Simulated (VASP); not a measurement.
Wanted: the native input for a VASP 6.6.1 run.

| Item | Value |
| --- | --- |
| Task | relaxation of cell and atoms |
| Functional | PBE |
| Potentials or basis | VASP PAW PBE potentials, release 64 (Pt, C) |
| Cutoff | 600 eV |
| k mesh | 20 × 20 × 20 |
| Occupations | gaussian, width 0.1 eV |
| Spin | no spin polarisation |
| Dipole correction | no |
| Further INCAR settings | ALGO = Normal; EDIFF = 1e-06; IBRION = 2; EDIFFG = -0.01; NSW = 100; ISIF = 3 |

The structure of PtC lies in POSCAR:

```
PtC
1.0
    2.8068790796      0.0000000000      0.0000000000
    0.0000000000      2.8068790796      0.0000000000
    0.0000000000      0.0000000000      2.8109888098
Pt C
1 1
Direct
    0.5000000000      0.5000000000      0.5000000000
    0.0000000000      0.0000000000      0.0000000000
```

The input as run:

INCAR

```
SYSTEM = PtC
PREC = Accurate ; ENCUT = 600
EDIFF = 1E-6 ; ISMEAR = 0
SIGMA = 0.1 ; LREAL = .FALSE.
LASPH = .TRUE. ; NELM = 100
ALGO = Normal ; ISIF = 3
LWAVE = .FALSE. ; LCHARG = .FALSE.
GGA = PE ; IBRION = 2
NSW = 100 ; EDIFFG = -0.01
```

KPOINTS

```
Automatic mesh
0
G
  20 20 20
  0 0 0
```

Potentials or basis: VASP PAW PBE potentials, release 64 (Pt, C).

Run with:

```sh
$ cat potpaw_PBE.64/Pt/POTCAR potpaw_PBE.64/C/POTCAR > POTCAR
$ mpirun -np 1 vasp_std > vasp.out
```

Results of the run:

The relaxed volume is 11.06 Å³/atom, the relaxed cell is a = 2.806 Å, b = 2.806 Å, c = 2.810 Å, α = 90.00°, β = 90.00°, γ = 90.00° and the space group after relaxing (to 0.1 Å) is Pm-3m (No. 221). The energy gained by relaxing is 0.0 meV/atom. The ionic steps are 3, the pressure after relaxing is 0.0 GPa and the band gap on the k mesh is zero (bands 7 and 8 overlap by 4.16 eV).

Caveat: spin-orbit coupling is left out, which moves the levels of the heavy elements.

Wall time 6.7 min on 1 thread of Intel Xeon 8259CL, on a shared host, peak memory 0.37 GiB.
